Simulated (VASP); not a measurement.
Here is a VASP 6.6.1 calculation.

INCAR

```
SYSTEM = Cd2Te3
ALGO     = Normal         ! electronic algorithm
EDIFF    = 1E-6           ! SCF threshold, eV
ENCUT    = 520            ! plane-wave cutoff, eV
GGA      = PE             ! functional
ISIF     = 2              ! what is computed and relaxed
ISMEAR   = 0              ! smearing method
LASPH    = .TRUE.         ! aspherical terms in the spheres
LCHARG   = .TRUE.         ! write CHGCAR
LELF     = .TRUE.         ! ELF
LREAL    = .FALSE.        ! projectors in reciprocal space
LVHAR    = .TRUE.       
LWAVE    = .FALSE.        ! write WAVECAR
NBANDS   = 53             ! bands
NELM     = 80             ! most SCF steps
PREC     = Accurate       ! precision mode
SIGMA    = 0.1            ! smearing width, eV
```

Contents of KPOINTS:

```
k-points
0
G
  3 3 3
  0 0 0
```

POSCAR

```
Cd2Te3
1.0
    3.5517806700      2.0506215200      6.3576584500
   -3.5517806700      2.0506215200      6.3576584500
    0.0000000000     -4.1012430500      6.3576584500
Cd Te
4 6
Direct
    0.8547219000      0.8547219000      0.8547219000
    0.6452781000      0.6452781000      0.6452781000
    0.1452781000      0.1452781000      0.1452781000
    0.3547219000      0.3547219000      0.3547219000
    0.0491437300      0.7500000000      0.4508562700
    0.7500000000      0.4508562700      0.0491437300
    0.4508562700      0.0491437300      0.7500000000
    0.9508562700      0.2500000000      0.5491437300
    0.5491437300      0.9508562700      0.2500000000
    0.2500000000      0.5491437300      0.9508562700
```

Potentials or basis: VASP PAW PBE potentials, release 64 (Cd, Te).

The run is started by

```sh
$ cat potpaw_PBE.64/Cd/POTCAR potpaw_PBE.64/Te/POTCAR > POTCAR
$ mpirun -np 1 vasp_std > vasp.out
```

(1) Predict the band gap on the k mesh.

(2) Predict the pressure.

Answers

(1) zero (bands 42 and 43 overlap by 0.35 eV).

(2) 9.5 GPa.

Caveat: the cell stands under pressure; semilocal functionals underestimate gaps, and a narrow one can read as zero; spin-orbit coupling is left out, which moves the levels of the heavy elements.
